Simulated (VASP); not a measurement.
A run of VASP 6.6.1 is set up as follows.

The input INCAR:

```
SYSTEM = IrRh5
PREC     = Accurate       ! precision mode
ENCUT    = 520            ! plane-wave cutoff, eV
EDIFF    = 1E-6           ! SCF threshold, eV
ISMEAR   = 0              ! smearing method
SIGMA    = 0.1            ! smearing width, eV
LREAL    = .False.        ! projectors in reciprocal space
LASPH    = .True.         ! aspherical terms in the spheres
NELM     = 150            ! most SCF steps
ALGO     = Normal         ! electronic algorithm
ISIF     = 2              ! what is computed and relaxed
LWAVE    = .False.        ! write WAVECAR
LCHARG   = .False.        ! write CHGCAR
ISPIN    = 2              ! spin polarisation
MAGMOM   = 1 1 1 1 1 1    ! initial moments
LORBIT   = 11             ! projections on sites
LMAXMIX  = 4              ! l up to which the mixer works
GGA      = PE             ! functional
NBANDS   = 55             ! bands
```

Contents of KPOINTS:

```
Automatic mesh
0
Gamma
  6 6 4
  0 0 0
```

The input POSCAR:

```
IrRh5
1.0
    4.7152671971      0.0000000000      0.0000000000
   -2.3576335986      4.0835411783      0.0000000000
    0.0000000000      0.0000000000      4.4030798158
Ir Rh
1 5
Direct
    0.0000000000      0.0000000000      0.0000000000
    0.6666666667      0.3333333333      0.0000000000
    0.3333333333      0.6666666667      0.0000000000
    0.3321911300      0.0000000000      0.5000000000
    0.0000000000      0.3321911300      0.5000000000
    0.6678088700      0.6678088700      0.5000000000
```

Potentials or basis: VASP PAW PBE potentials, release 64 (Ir, Rh_pv).

Run with:

```console
$ cat potpaw_PBE.64/Ir/POTCAR potpaw_PBE.64/Rh_pv/POTCAR > POTCAR
$ mpirun -np 1 vasp_std > vasp.out
```

**Question.** What does it give for the pressure?

**Answer.** 0.1 GPa.

**Question.** What does it give for the net moment?

**Answer.** 0.00 μB per cell.
